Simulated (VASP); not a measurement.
Wanted: the native input for a VASP 6.6.1 run.

| Item | Value |
| --- | --- |
| Task | relaxation of the atoms |
| Functional | PBE |
| Potentials or basis | VASP PAW PBE potentials, release 64 (Ga_d, P) |
| Cutoff | 520 eV |
| k mesh | 3 × 3 × 3 |
| Occupations | gaussian, width 0.01 eV |
| Spin | collinear spin |
| Starting moments | [0.0, 0.0, 0.0, 0.25, 0.25, 0.25, 0.25] μB |
| Dipole correction | no |
| Further INCAR settings | ALGO = Normal; EDIFF = 1e-07; IBRION = 2; EDIFFG = -0.025; NSW = 65 |

The structure of Ga3P4 lies in POSCAR:

```
Ga3P4
1.0
    0.0000000000     -5.5051169748      0.0000000000
    0.0000000000      0.0000000000      5.5051169748
   -5.5051169748      0.0000000000      0.0000000000
Ga P
3 4
Direct
    0.5000000000      0.5000000000      1.0000000000
    0.0000000000      0.0000000000      0.0000000000
    0.5000000000      0.0000000000      0.5000000000
    0.2500000000      0.2500000000      0.2500000000
    0.7500000000      0.2500000000      0.7500000000
    0.2500000000      0.7500000000      0.7500000000
    0.7500000000      0.7500000000      0.2500000000
```

This cell differs from its parent crystal: atoms taken out.

The input as run:

INCAR

```
SYSTEM = Ga3P4
  PREC = Accurate
  ENCUT = 520
  EDIFF = 1E-7
  ISMEAR = 0
  SIGMA = 0.01
  LREAL = .FALSE.
  LASPH = .TRUE.
  NELM = 150
  ALGO = Normal
  ISIF = 2
  LWAVE = .FALSE.
  LCHARG = .FALSE.
  ISPIN = 2
  MAGMOM = 0 0 0 0.25 0.25 0.25 0.25
  LORBIT = 11
  GGA = PE
  IBRION = 2
  NSW = 65
  EDIFFG = -0.025
```

KPOINTS

```
regular mesh
0
G
  3 3 3
  0 0 0
```

Potentials or basis: VASP PAW PBE potentials, release 64 (Ga_d, P).

Command:

```console
$ cat potpaw_PBE.64/Ga_d/POTCAR potpaw_PBE.64/P/POTCAR > POTCAR
$ mpirun -np 1 vasp_std > vasp.out
```

Results of the run:

| Quantity | Value |
| --- | --- |
| Energy gained by relaxing | 0.6 meV/atom |
| Ionic steps | 3 |
| Pressure after relaxing | -3.1 GPa |
| Largest force after relaxing | 0.017 eV/Å |
| Net moment | 0.19 μB per cell |
| Site moments | Ga +0.00; P +0.02 μB |
| Valence electrons inside the program's atomic spheres | Ga 11.66; P 2.45 |

Caveat: the k points lie up to 0.38 Å⁻¹ apart; the cell differs from its parent crystal (atoms taken out).

It took 3.3 min on 1 thread of Oxide Virtual Turin-like Processor, on a shared host, peak memory 0.27 GiB.
